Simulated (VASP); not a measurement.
# InGaPb3 (Pm-3m) in VASP: a series of runs

InGaPb3 is run at these levels: PBE; tasks: single point.

Everything below comes from runs of VASP 6.6.1. Logs are shortened: lines on timing, memory, paths and dates and some standing lists are left out, and cuts for length are marked.

## 1. The cell of the first run

The structure is cubic, space group Pm-3m (No. 221). The conventional cell has a = 4.965 Å, b = 4.965 Å, c = 4.965 Å, α = 90.00°, β = 90.00°, γ = 90.00°. Within 4.6 Å of In (site symmetry m-3m) lie 12 Pb at 3.51 Å and 8 Ga at 4.30 Å. Ga (site symmetry m-3m) has 6 Pb at 2.48 Å within 3.3 Å. Within 3.3 Å of Pb (site symmetry 4/mmm) lie 2 Ga at 2.48 Å.

## 2. Single point, PBE

Contents of INCAR:

```
SYSTEM = InGaPb3
  PREC = Accurate
  ENCUT = 520
  EDIFF = 1E-6
  ISMEAR = 0
  SIGMA = 0.1
  LREAL = .FALSE.
  LASPH = .TRUE.
  NELM = 80
  ALGO = Normal
  ISIF = 2
  LWAVE = .FALSE.
  LCHARG = .FALSE.
  GGA = PE
  NBANDS = 42
```

Contents of KPOINTS:

```
regular mesh
0
G
  4 4 4
  0 0 0
```

Contents of POSCAR:

```
InGaPb3
1.0
    4.9652602900      0.0000000000      0.0000000000
    0.0000000000      4.9652602900      0.0000000000
    0.0000000000      0.0000000000      4.9652602900
In Ga Pb
1 1 3
Direct
    0.0000000000      0.0000000000      0.0000000000
    0.5000000000      0.5000000000      0.5000000000
    0.0000000000      0.5000000000      0.5000000000
    0.5000000000      0.0000000000      0.5000000000
    0.5000000000      0.5000000000      0.0000000000
```

Potentials or basis: VASP PAW PBE potentials, release 64 (In_d, Ga_d, Pb_d).

Started as:

```bash
$ cat potpaw_PBE.64/In_d/POTCAR potpaw_PBE.64/Ga_d/POTCAR potpaw_PBE.64/Pb_d/POTCAR > POTCAR
$ mpirun -np 1 vasp_std > vasp.out
```

OUTCAR:

```text
SYSTEM = InGaPb3
   PREC = Accurate
   ENCUT = 520
   EDIFF = 1E-6
   ISMEAR = 0
   LREAL = .FALSE.
   LASPH = .TRUE.
   NELM = 80
   ISIF = 2
   GGA = PE

 ion  position               nearest neighbor table
   1  0.000  0.000  0.000-   3 3.51   4 3.51   5 3.51   3 3.51   4 3.51   3 3.51   5 3.51   3 3.51
                             4 3.51   5 3.51   4 3.51   5 3.51
   2  0.500  0.500  0.500-   3 2.48   4 2.48   5 2.48   5 2.48   4 2.48   3 2.48
   3  0.000  0.500  0.500-   2 2.48   2 2.48   4 3.51   5 3.51   1 3.51   5 3.51   1 3.51   4 3.51
                             1 3.51   1 3.51   4 3.51   5 3.51   5 3.51   4 3.51
   4  0.500  0.000  0.500-   2 2.48   2 2.48   3 3.51   5 3.51   1 3.51   5 3.51   1 3.51   3 3.51
                             5 3.51   5 3.51   1 3.51   3 3.51   1 3.51   3 3.51
   5  0.500  0.500  0.000-   2 2.48   2 2.48   3 3.51   4 3.51   1 3.51   3 3.51   4 3.51   1 3.51
                             4 3.51   4 3.51   1 3.51   3 3.51   3 3.51   1 3.51

  LATTYP: Found a simple cubic cell.
 ALAT       =     4.9652602900

  Lattice vectors:

 A1 = (   4.9652602900,   0.0000000000,   0.0000000000)
 A2 = (   0.0000000000,   4.9652602900,   0.0000000000)
 A3 = (   0.0000000000,   0.0000000000,   4.9652602900)

Analysis of symmetry for initial positions (statically):
=====================================================================
 Subroutine PRICEL returns:
 Original cell was already a primitive cell.

 Routine SETGRP: Setting up the symmetry group for a
 simple cubic supercell.

 Subroutine GETGRP returns: Found 48 space group operations
 (whereof 48 operations were pure point group operations)
 out of a pool of 48 trial point group operations.

The static configuration has the point symmetry O_h .

Analysis of symmetry for dynamics (positions and initial velocities):
=====================================================================
 Subroutine PRICEL returns:
 Original cell was already a primitive cell.

 Routine SETGRP: Setting up the symmetry group for a
 simple cubic supercell.

 Subroutine GETGRP returns: Found 48 space group operations
 (whereof 48 operations were pure point group operations)
 out of a pool of 48 trial point group operations.

The dynamic configuration has the point symmetry O_h .

 Subroutine INISYM returns: Found 48 space group operations
 (whereof 48 operations are pure point group operations),
 and found     1 'primitive' translations

----------------------------------------------------------------------------------------

                                     Primitive cell

  volume of cell :     122.4126

  direct lattice vectors                    reciprocal lattice vectors
     4.965260290  0.000000000  0.000000000     0.201399311  0.000000000  0.000000000
     0.000000000  4.965260290  0.000000000     0.000000000  0.201399311  0.000000000
     0.000000000  0.000000000  4.965260290     0.000000000  0.000000000  0.201399311

  length of vectors
     4.965260290  4.965260290  4.965260290     0.201399311  0.201399311  0.201399311

  position of ions in fractional coordinates (direct lattice)
     0.000000000  0.000000000  0.000000000
     0.500000000  0.500000000  0.500000000
     0.000000000  0.500000000  0.500000000
     0.500000000  0.000000000  0.500000000
     0.500000000  0.500000000  0.000000000

  ion indices of the primitive-cell ions
   primitive index   ion index
                 1           1
                 2           2
                 3           3
                 4           4
                 5           5

----------------------------------------------------------------------------------------

 KPOINTS: regular mesh

Automatic generation of k-mesh.
 Grid dimensions read from file:
 generate k-points for:    4    4    4

 Generating k-lattice:

  Cartesian coordinates                     Fractional coordinates (reciprocal lattice)
     0.050349828  0.000000000  0.000000000     0.250000000  0.000000000  0.000000000
     0.000000000  0.050349828  0.000000000     0.000000000  0.250000000  0.000000000
     0.000000000  0.000000000  0.050349828     0.000000000  0.000000000  0.250000000

  Length of vectors
     0.050349828  0.050349828  0.050349828

  Shift w.r.t. Gamma in fractional coordinates (k-lattice)
     0.000000000  0.000000000  0.000000000

 Subroutine IBZKPT returns following result:
 ===========================================

 Found     10 irreducible k-points:

 Following reciprocal coordinates:
            Coordinates               Weight
  0.000000  0.000000  0.000000      1.000000
  0.250000  0.000000  0.000000      6.000000
  0.500000  0.000000  0.000000      3.000000
  0.250000  0.250000  0.000000     12.000000
  0.500000  0.250000  0.000000     12.000000
  0.500000  0.500000  0.000000      3.000000
  0.250000  0.250000  0.250000      8.000000
  0.500000  0.250000  0.250000     12.000000
  0.500000  0.500000  0.250000      6.000000
  0.500000  0.500000  0.500000      1.000000
   k-points           NKPTS =     10   k-points in BZ     NKDIM =     10   number of bands    NBANDS=     42
   number of dos      NEDOS =    301   number of ions     NIONS =      5
   total plane-waves  NPLWV =  64000
   dimension x,y,z NGX =    40 NGY =   40 NGZ =   40
   dimension x,y,z NGXF=    80 NGYF=   80 NGZF=   80
   ions per type =               1   1   3
   NGX,Y,Z   is equivalent  to a cutoff of  13.39, 13.39, 13.39 a.u.
   NGXF,Y,Z  is equivalent  to a cutoff of  26.79, 26.79, 26.79 a.u.
 SYSTEM =  InGaPb3
   PREC   = accura    normal or accurate (medium, high low for compatibility)
   ISTART =      0    job   : 0-new  1-cont  2-samecut
   ICHARG =      2    charge: 1-file 2-atom 10-const
   ISPIN  =      1    spin polarized calculation?
   LNONCOLLINEAR =      F non collinear calculations
   LSORBIT =      F    spin-orbit coupling
   LASPH  =      T    aspherical Exc in radial PAW
   ENCUT  =  520.0 eV  38.22 Ry    6.18 a.u.   9.23  9.23  9.23*2*pi/ulx,y,z
   NELM   =     80;   NELMIN=  2; NELMDL= -5     # of ELM steps
   EDIFF  = 0.1E-05   stopping-criterion for ELM
   LREAL  =      F    real-space projection
   EDIFFG = 0.1E-04   stopping-criterion for IOM
   NSW    =      0    number of steps for IOM
   IBRION =     -1    ionic relax: 0-MD 1-quasi-New 2-CG
   NFREE  =      0    steps in history (QN), initial steepest desc. (CG)
   ISIF   =      2    stress and relaxation
   ISYM   =      2    0-nonsym 1-usesym 2-fastsym
   POTIM  = 0.5000    time-step for ionic-motion
   TEBEG  =    0.0;   TEEND  =   0.0 temperature during run
   PSTRESS=    0.0 pullay stress
   NELECT =      68.0000    total number of electrons
   NUPDOWN=      -1.0000    fix difference up-down
   EMIN   =  10.00;   EMAX   =-10.00  energy-range for DOS
   EFERMI =   0.00;   METHOD = LEGACY
   ISMEAR =     0;   SIGMA  =   0.10  broadening in eV -4-tet -1-fermi 0-gaus
   EFERMI_NEDOS =   21; number of points for ismear=-14 and -15
   IALGO  =     38    algorithm
   IMIX   =      4    mixing-type and parameters
     AMIX     =   0.40;   BMIX     =  1.00
     AMIX_MAG =   1.60;   BMIX_MAG =  1.00
  volume/ion in A,a.u.               =      24.48       165.22
  Fermi-wavevector in a.u.,A,eV,Ry     =   1.345765  2.543126 24.641273  1.811082
  Thomas-Fermi vector in A             =   2.473651
   LORBIT       =      0    0 simple, 1 ext, 2 COOP (PROOUT), +10 PAW based schemes
   GGA     = PE    functional components
   LHFCALC =     F    Hartree Fock is set to
   AEXX    =    0.0000 exact exchange contribution
   IVDW    =     0    specifies the selected vdW correction
   LEPSILON=     F    determine dielectric tensor
   LRPA    =     F    only Hartree local field effects (RPA)
 non-spin polarized calculation
 Gauss-broadening in eV      SIGMA  =   0.10
  energy-cutoff  :      520.00
  volume of cell :      122.41
 maximum number of plane-waves:      3328
 NGX is ok and might be reduce to    40
   NGX = 19   NGY = 19   NGZ = 19

 number of electron      67.9999993 magnetization

 Free energy of the ion-electron system (eV)
  ---------------------------------------------------
  ext. energy  EPLUGINS =         0.00000000
  ---------------------------------------------------
  free energy    TOTEN  =       -11.66739768 eV

  energy without entropy =      -11.63849870  energy(sigma->0) =      -11.65294819

 E-fermi :   8.3277     XC(G=0): -10.7090

 val. band max:        8.3163200283   @ k =   0.2500   0.2500   0.0000
 cond. band min:       8.3474866434   @ k =   0.2500   0.2500   0.2500
 fundamental gap:      0.0311666151
 Fermi energy:         8.3277075975

 k-point     1 :       0.0000    0.0000    0.0000
  band No.  band energies     occupation
      1      -9.7370      2.00000
      2      -9.5838      2.00000
      3      -9.5838      2.00000
      4      -9.3675      2.00000
      5      -9.3675      2.00000
      6      -9.3675      2.00000
[... 34 lines left out ...]
     41      13.6071      0.00000
     42      14.1390      0.00000

 k-point     2 :       0.2500    0.0000    0.0000
  band No.  band energies     occupation
      1      -9.6912      2.00000
      2      -9.5824      2.00000
      3      -9.4509      2.00000
      4      -9.3614      2.00000
      5      -9.2798      2.00000
      6      -9.2798      2.00000
[... 34 lines left out ...]
     41      13.9488      0.00000
     42      13.9489      0.00000

 k-point     3 :       0.5000    0.0000    0.0000
  band No.  band energies     occupation
      1      -9.6771      2.00000
      2      -9.5810      2.00000
      3      -9.3552      2.00000
      4      -9.2461      2.00000
      5      -9.1116      2.00000
      6      -9.1116      2.00000
[... 34 lines left out ...]
     41      12.7056      0.00000
     42      13.8378      0.00000

 k-point     4 :       0.2500    0.2500    0.0000
  band No.  band energies     occupation
      1      -9.6427      2.00000
      2      -9.4753      2.00000
      3      -9.4420      2.00000
      4      -9.2880      2.00000
      5      -9.2613      2.00000
      6      -9.2047      2.00000
[... 34 lines left out ...]
     41      12.8270      0.00000
     42      14.8729      0.00000

 k-point     5 :       0.5000    0.2500    0.0000
  band No.  band energies     occupation
      1      -9.6327      2.00000
      2      -9.4619      2.00000
      3      -9.2725      2.00000
      4      -9.2716      2.00000
      5      -9.1048      2.00000
      6      -9.0617      2.00000
[... 34 lines left out ...]
     41      12.3939      0.00000
     42      15.0693      0.00000

 k-point     6 :       0.5000    0.5000    0.0000
  band No.  band energies     occupation
      1      -9.6245      2.00000
      2      -9.2893      2.00000
      3      -9.2893      2.00000
      4      -9.0972      2.00000
      5      -9.0972      2.00000
      6      -9.0795      2.00000
[... 34 lines left out ...]
     41      13.4575      0.00000
     42      13.8087      0.00000

 k-point     7 :       0.2500    0.2500    0.2500
  band No.  band energies     occupation
      1      -9.5155      2.00000
      2      -9.4490      2.00000
      3      -9.4490      2.00000
      4      -9.2167      2.00000
      5      -9.1923      2.00000
      6      -9.1923      2.00000
[... 34 lines left out ...]
     41      14.3429      0.00000
     42      14.3449      0.00000

 k-point     8 :       0.5000    0.2500    0.2500
  band No.  band energies     occupation
      1      -9.4965      2.00000
      2      -9.4529      2.00000
      3      -9.2986      2.00000
      4      -9.1984      2.00000
      5      -9.0687      2.00000
      6      -9.0489      2.00000
[... 34 lines left out ...]
     41      13.3890      0.00000
     42      14.1406      0.00000

 k-point     9 :       0.5000    0.5000    0.2500
  band No.  band energies     occupation
      1      -9.4793      2.00000
      2      -9.3165      2.00000
      3      -9.3165      2.00000
      4      -9.0629      2.00000
      5      -9.0598      2.00000
      6      -9.0598      2.00000
[... 34 lines left out ...]
     41      13.5651      0.00000
     42      13.8757      0.00000

 k-point    10 :       0.5000    0.5000    0.5000
  band No.  band energies     occupation
      1      -9.3361      2.00000
      2      -9.3361      2.00000
      3      -9.3361      2.00000
      4      -9.0415      2.00000
      5      -9.0415      2.00000
      6      -9.0415      2.00000
[... 34 lines left out ...]
     41      13.7855      0.00000
     42      14.2512      0.00000

------------------------ aborting loop because EDIFF is reached ----------------------------------------

  FORCE on cell =-STRESS in cart. coord.  units (eV):
  Direction    XX          YY          ZZ          XY          YZ          ZX
  --------------------------------------------------------------------------------------
  -------------------------------------------------------------------------------------
  Total       16.9501594     16.9501594     16.9501594      0.0000000      0.0000000      0.0000000
  in kB      221.8494259    221.8494259    221.8494259      0.0000000      0.0000000      0.0000000
  external PRESSURE =     221.8494259 kB  Pullay stress =       0.0000000 kB

 VOLUME and BASIS-vectors are now :
 -----------------------------------------------------------------------------
  energy-cutoff  :      520.00
  volume of cell :      122.41
      direct lattice vectors                 reciprocal lattice vectors
     4.965260290  0.000000000  0.000000000     0.201399311  0.000000000  0.000000000
     0.000000000  4.965260290  0.000000000     0.000000000  0.201399311  0.000000000
     0.000000000  0.000000000  4.965260290     0.000000000  0.000000000  0.201399311

 POSITION                                       TOTAL-FORCE (eV/Angst)
 -----------------------------------------------------------------------------------
      0.00000      0.00000      0.00000         0.000000      0.000000      0.000000
      2.48263      2.48263      2.48263         0.000000      0.000000      0.000000
      0.00000      2.48263      2.48263         0.000000      0.000000      0.000000
      2.48263      0.00000      2.48263         0.000000      0.000000      0.000000
      2.48263      2.48263      0.00000         0.000000      0.000000      0.000000
 -----------------------------------------------------------------------------------
    total drift:                               -0.000000      0.000000     -0.000000

  FREE ENERGIE OF THE ION-ELECTRON SYSTEM (eV)
  ---------------------------------------------------
  free  energy   TOTEN  =       -11.6673976752 eV

  energy  without entropy=      -11.6384987000  energy(sigma->0) =      -11.65294819
```

Wall time 26 s (1 thread of Intel Xeon 6975P-C (Granite Rapids), shared host); peak memory 0.26 GiB.

What came out:

```
Free energy            : -11.6674 eV
Pressure               : 22.2 GPa
Band gap on the k mesh : zero (band 34 reaches 12.19 eV, above the bottom of band 35 at 8.15 eV)
```

Caveat: spin-orbit coupling is left out, which moves the levels of the heavy elements.

## 3. Single point, PBE

This run uses another cell than the first one, of 35.21 Å³/atom, 1.438 times its volume.

Contents of INCAR:

```
ALGO = Normal
EDIFF = 1E-7
ENCUT = 520
GGA = PE
ISIF = 2
ISMEAR = 0
LASPH = T
LCHARG = F
LREAL = F
LWAVE = F
NBANDS = 42
NELM = 80
PREC = Accurate
SIGMA = 0.1
```

Contents of KPOINTS:

```
k-points
0
Gamma
  4 4 4
```

Changes to POSCAR since step 2:

```diff
@@ -2,5 +2,5 @@
 1.0
-    4.9652602900      0.0000000000      0.0000000000
-    0.0000000000      4.9652602900      0.0000000000
-    0.0000000000      0.0000000000      4.9652602900
+    5.6045276794      0.0000000000      0.0000000000
+    0.0000000000      5.6045276794      0.0000000000
+    0.0000000000      0.0000000000      5.6045276794
 In Ga Pb
```

Potentials or basis: VASP PAW PBE potentials, release 64 (In_d, Ga_d, Pb_d).

Started as:

```bash
$ cat potpaw_PBE.64/In_d/POTCAR potpaw_PBE.64/Ga_d/POTCAR potpaw_PBE.64/Pb_d/POTCAR > POTCAR
$ mpirun -np 1 vasp_std > vasp.out
```

Run time: 31 s. Hardware: 1 thread of Intel Xeon 6975P-C (Granite Rapids), shared host; peak memory 0.28 GiB.

The run converged. Its results:

```yaml
Free_energy: -14.3832 eV
Pressure: 0.1 GPa
Band_gap_on_the_k_mesh: zero (band 34 reaches 7.31 eV, above the bottom of band 35 at 4.26 eV)
```

Levels at points of the mesh, in eV from the Fermi level:
| k point | band 30 | band 31 | band 32 | band 33 | band 34 | band 35 | band 36 | band 37 | band 38 | band 39 |
| --- | --- | --- | --- | --- | --- | --- | --- | --- | --- | --- |
| (0.00, 0.00, 0.00) | -3.29 | -3.29 | -3.29 | -1.77 | 0.64 | 0.64 | 0.64 | 1.43 | 1.43 | 1.43 |
| (0.50, 0.00, 0.00) | -3.82 | -2.74 | -2.74 | -0.56 | -0.56 | 0.36 | 0.96 | 1.37 | 1.71 | 1.71 |
| (0.50, 0.50, 0.00) | -4.96 | -2.24 | -0.74 | -0.74 | -0.50 | 0.23 | 0.23 | 1.34 | 2.60 | 2.89 |
| (0.50, 0.50, 0.50) | -4.39 | -2.59 | -2.59 | -2.59 | 2.67 | 2.67 | 3.62 | 3.62 | 3.62 | 3.65 |

Caveat: spin-orbit coupling is left out, which moves the levels of the heavy elements.
